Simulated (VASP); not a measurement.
Write the native input for VASP 6.6.1 that does the following.

* Task: single point
* Functional: r2SCAN
* Potentials or basis: VASP PAW PBE potentials, release 64 (I)
* Cutoff: 520 eV
* k mesh: 9 × 9 × 9
* Occupations: fermi-dirac, width 0.05 eV
* Spin: no spin polarisation
* Dipole correction: no
* Further INCAR settings: ALGO = Normal; EDIFF = 1e-07; NBANDS = 10

I:

```
I
1.0
     0.00000    2.39673    3.96129
     2.22109    0.00000    3.96129
     2.22109    2.39673    0.00000
I
1
Cartesian
  0.0000 0.0000 0.0000
```

The input as run:

POSCAR

```
I
1.0
    0.0000000000      2.3967303343      3.9612912976
    2.2210941101      0.0000000000      3.9612912976
    2.2210941101      2.3967303343      0.0000000000
I
1
Direct
    0.0000000000      0.0000000000      0.0000000000
```

INCAR.step1

```
SYSTEM = I
ALGO = Normal
EDIFF = 1E-4
ENCUT = 520
GGA = PE
ISMEAR = -1
LASPH = .TRUE.
LCHARG = .FALSE.
LREAL = .FALSE.
LWAVE = .TRUE.
NBANDS = 10
NELM = 80
PREC = Accurate
SIGMA = 0.05
```

INCAR.step2

```
SYSTEM = I
ALGO = Normal
EDIFF = 1E-7
ENCUT = 520
ISIF = 2
ISMEAR = -1
ISTART = 1
LASPH = .TRUE.
LCHARG = .TRUE.
LELF = .TRUE.
LMIXTAU = .TRUE.
LREAL = .FALSE.
LVHAR = .TRUE.
LWAVE = .FALSE.
METAGGA = R2SCAN
NBANDS = 10
NELM = 80
PREC = Accurate
SIGMA = 0.05
```

KPOINTS

```
k-points
0
G
  9 9 9
  0 0 0
```

Potentials or basis: VASP PAW PBE potentials, release 64 (I).

Command:

```sh
$ cat potpaw_PBE.64/I/POTCAR > POTCAR
$ cp INCAR.step1 INCAR
$ mpirun -np 1 vasp_std > vasp.out
$ cp INCAR.step2 INCAR
$ mpirun -np 1 vasp_std > vasp.out
```

Results of the run:

```yaml
Pressure: -1.0 GPa
Band_gap_on_the_k_mesh: zero (an odd number of electrons rules out a gap without spin polarisation)
```

Caveat: the PAW data sets were made with another functional, which shifts forces and pressure a little; spin-orbit coupling is left out, which moves the levels of the heavy elements; an odd number of electrons without spin polarisation forces a metal; a magnetic or distorted state may lie lower.

It took 91 s on 1 thread of Intel(R) Xeon(R) 6975P-C (Granite Rapids) (shared host), peak memory 0.2 GiB.
